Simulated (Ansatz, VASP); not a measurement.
**Two plane-wave programs on SnO2**

Contents of INCAR:

```
SYSTEM = SnO2
ALGO = Normal ; EDIFF = 1E-6
ENCUT = 520 ; GGA = PE
ISIF = 2 ; ISMEAR = 0
IVDW = 12 ; LASPH = .True.
LCHARG = .True. ; LELF = .True.
LREAL = .False. ; LVHAR = .True.
LWAVE = .False. ; NBANDS = 35
NELM = 100 ; PREC = Accurate
SIGMA = 0.05
```

The input KPOINTS:

```
k-points
0
Gamma
  12 12 4
  0 0 0
```

Contents of POSCAR:

```
SnO2
1.0
    3.2115702651     -0.1204338849      0.0000000000
   -1.7100839364      2.8415183781      0.0000000000
    0.0000000000      0.0000000000     10.3427560363
Sn O
2 4
Direct
    0.0000000000      0.0000000000      0.5000000000
    0.0000000000      0.0000000000      0.0000000000
    0.6666666667      0.3333333333      0.4018666787
    0.6666666667      0.3333333333      0.0981333213
    0.3333333333      0.6666666667      0.5981333213
    0.3333333333      0.6666666667      0.9018666787
```

Input for Ansatz:

```yaml
crystal:
  lattice:
    - [3.2115702651, -0.1204338849, 0.0]
    - [-1.7100839364, 2.8415183781, 0.0]
    - [0.0, 0.0, 10.3427560363]
  atoms:
    - { symbol: Sn, position: [0.0, 0.0, 0.5] }
    - { symbol: Sn, position: [0.0, 0.0, 0.0] }
    - { symbol: O, position: [0.6666666667, 0.3333333333, 0.4018666787] }
    - { symbol: O, position: [0.6666666667, 0.3333333333, 0.0981333213] }
    - { symbol: O, position: [0.3333333333, 0.6666666667, 0.5981333213] }
    - { symbol: O, position: [0.3333333333, 0.6666666667, 0.9018666787] }
basis:
  ecutwfc: 420
kpoints:
  mp_grid: { grid: [12, 12, 4] }
hamiltonian:
  xc: pbe
  dispersion: d3bj
scf:
  occupations: { method: gaussian, width: 0.05 }
output:
  forces: true
  stress: true
  eigenvalues: true
```

Change from the starting cell: strain -0.0750 x Voigt [0, 0, 0, 0, 0, 1], atoms carried along.

Alike in both runs: task single point; functional PBE; dispersion D3(BJ); k mesh 12 × 12 × 4; occupations gaussian, width 0.05 eV; no spin polarisation.

```csv
,VASP,Ansatz
version,VASP 6.6.1,Ansatz 0.2.0
potentials or method,"VASP PAW PBE potentials, release 64 (Sn_d, O), cutoff 520 eV","scalar-relativistic, plane waves, PAW"
valence electrons in the cell,52,52
```

VASP gave:

```
gap on the k mesh at the Fermi level (eV)                     : 2.03
least direct gap on the mesh (eV)                             : 2.41
pressure (GPa)                                                : 1.3
traceless stress, the component that is largest in VASP (GPa) : 6.89
rms of the force components (eV/Å)                            : 0.062
```

What did Ansatz give for the same quantities?

gap on the k mesh at the Fermi level (eV): 2.05; least direct gap on the mesh (eV): 2.43; pressure (GPa): 0.8; traceless stress, the component that is largest in VASP (GPa): 6.83; rms of the force components (eV/Å): 0.041.

Atom by atom the forces differ by 0.026 eV/Å (rms over components).
